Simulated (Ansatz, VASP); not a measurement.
**One calculation of CaS, two programs**

```
Ca S
1.0
     0.00000    2.84300    2.84300
     2.84300    0.00000    2.84300
     2.84300    2.84300    0.00000
Ca S
1 1
Direct
  0.00000 0.00000 0.00000
  0.50000 0.50000 0.50000
```

Alike in both runs: task single point; functional PBE; k mesh 6 × 6 × 6; occupations gaussian, width 0.1 eV; no spin polarisation.

|  | VASP | Ansatz |
| --- | --- | --- |
| version | VASP 6.6.1 | Ansatz 0.2.0 |
| potentials or method | VASP PAW PBE potentials, release 64 (Ca_sv, S), cutoff 500 eV | scalar-relativistic, plane waves, PAW |
| valence electrons in the cell | 16 | 16 |

Ansatz gave:

* gap on the k mesh at the Fermi level (eV): 2.35
* least direct gap on the mesh (eV): 3.16
* pressure (GPa): 0.8

Q: Which values does VASP return?

A: gap on the k mesh at the Fermi level (eV): 2.35; least direct gap on the mesh (eV): 3.16; pressure (GPa): 1.0.

With one functional, cell and mesh, what is left measures potentials, basis and numerics.
